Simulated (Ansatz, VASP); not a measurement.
One calculation of Cd, two programs

```
Cd
1.0
     0.00000    2.19310    2.19310
     2.19310    0.00000    2.19310
     2.19310    2.19310    0.00000
Cd
1
Cartesian
  0.0000 0.0000 0.0000
```

Alike in both runs: task single point; functional revPBE; k mesh 13 × 13 × 13; occupations fermi-dirac, width 0.1 eV; no spin polarisation.

|  | VASP | Ansatz |
| --- | --- | --- |
| version | VASP 6.6.1 | Ansatz 0.2.0 |
| potentials or method | VASP PAW PBE potentials, release 64 (Cd), cutoff 520 eV | plane waves (420 eV) with PAW, scalar-relativistic |
| valence electrons in the cell | 12 | 20 |

|  | VASP | Ansatz | Ansatz less VASP |
| --- | --- | --- | --- |
| pressure (GPa) | 6.5 | 6.2 | -0.34 |

VASP's potentials were made for PBE, not for revPBE. The functional is the same, so the differences come from potentials, cutoffs and numerics. VASP's potentials hold 12 valence electrons a cell and Ansatz's 20, so a difference there can come from the potentials and not from the codes.
